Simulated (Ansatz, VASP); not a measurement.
## Two plane-wave programs on Si4N

```
CELL_PARAMETERS angstrom
7.07785 0.00000 0.00000
-3.53892 6.12959 0.00000
0.00000 0.00000 4.85637
ATOMIC_POSITIONS crystal
Si 0.37627 0.18814 0.00000
Si 0.81186 0.18813 0.00000
Si 0.81187 0.62373 0.00000
Si 0.18814 0.37627 0.00000
Si 0.18813 0.81186 0.00000
Si 0.62373 0.81187 0.00000
Si 0.00000 0.00000 0.26473
Si 0.00000 0.00000 0.73527
N 0.33333 0.66667 0.00000
N 0.66667 0.33333 0.00000
```

Alike in both runs: functional PBE; k mesh 3 × 3 × 3; occupations gaussian, width 0.2 eV; no spin polarisation.

Ansatz relaxed the structure, and its values are those at the end. VASP's run is a single point on that final structure, the one shown.

|  | VASP | Ansatz |
| --- | --- | --- |
| version | VASP 6.6.1 | Ansatz 0.2.0 |
| potentials or method | VASP PAW PBE potentials, release 64 (Si, N), cutoff 520 eV | scalar-relativistic, plane waves, PAW |
| valence electrons in the cell | 42 | 42 |

```csv
,VASP,Ansatz,Ansatz less VASP
gap on the k mesh at the Fermi level (eV),none,none,-
pressure (GPa),0.1,0.2,+0.08
rms of the force components (eV/Å),0.007,0.004,-0.0032
```

A gap of «none» marks a metal or a gap that the smearing closes. The functional is the same, so the differences come from potentials, cutoffs and numerics.

The k mesh is coarse, so the values compare programs but aren't converged.
